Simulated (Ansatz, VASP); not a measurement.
# TaTe2H in VASP and in Ansatz

```
Ta Te H
1.0
    -2.50686    2.50686    3.31615
     2.50686   -2.50686    3.31615
     2.50686    2.50686   -3.31615
Ta Te H
1 2 1
Direct
  0.26058 0.26058 0.00000
  0.98944 0.48944 0.50000
  0.48944 0.98944 0.50000
  0.52313 0.52313 0.00000
```

Alike in both runs: functional PBE; k mesh 14 × 14 × 14; occupations gaussian, width 0.1 eV; no spin polarisation.

Ansatz relaxed the structure, and its values are those at the end. VASP's run is a single point on that final structure, the one shown.

|  | VASP | Ansatz |
| --- | --- | --- |
| version | VASP 6.6.1 | Ansatz 0.2.0 |
| potentials or method | VASP PAW PBE potentials, release 64 (Ta_pv, Te, H), cutoff 520 eV | scalar-relativistic, plane waves, PAW |
| valence electrons in the cell | 24 | 46 |

|  | VASP | Ansatz | Ansatz less VASP |
| --- | --- | --- | --- |
| gap on the k mesh at the Fermi level (eV) | none | none | - |
| pressure (GPa) | 0.0 | 0.0 | +0.01 |
| rms of the force components (eV/Å) | 0.005 | 0.000 | -0.0045 |

A gap of «none» marks a metal or a gap that the smearing closes. The functional is the same, so the differences come from potentials, cutoffs and numerics. VASP's potentials hold 24 valence electrons a cell and Ansatz's 46, so a difference there can come from the potentials and not from the codes.

Neither program's run includes spin-orbit coupling.
